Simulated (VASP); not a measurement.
A run of VASP 6.6.1 is set up as follows.

The input INCAR:

```
ALGO = Fast ; EDIFF = 1E-6
ENCUT = 520 ; GGA = PS
ISIF = 2 ; ISMEAR = -1
LASPH = T ; LCHARG = F
LREAL = F ; LWAVE = F
NBANDS = 20 ; NELM = 100
PREC = Accurate ; SIGMA = 0.05
```

KPOINTS

```
k-points
0
Gamma
  11 11 6
```

Contents of POSCAR:

```
AgRh
1.0
    2.7400486223      0.0000000000      0.0000000000
   -1.3700243112      2.3729517146      0.0000000000
    0.0000000000      0.0000000000      4.7436129252
Ag Rh
1 1
Direct
    0.0000000000      0.0000000000      0.5000000000
    0.6666666667      0.3333333333      0.0000000000
```

Potentials or basis: VASP PAW PBE potentials, release 64 (Ag, Rh_pv).

The run is started by

```bash
$ cat potpaw_PBE.64/Ag/POTCAR potpaw_PBE.64/Rh_pv/POTCAR > POTCAR
$ mpirun -np 1 vasp_std > vasp.out
```

Q: Predict the band gap on the k mesh.

A: Zero (band 13 reaches 10.39 eV, above the bottom of band 14 at 8.98 eV).

Q: Predict the pressure.

A: -4.8 GPa.

Stress tensor (GPa, compression positive):
```
-4.35  0.00  0.00
 0.00 -4.35  0.00
 0.00  0.00 -5.60
```

Caveat: the PAW data sets were made with another functional, which shifts forces and pressure a little.
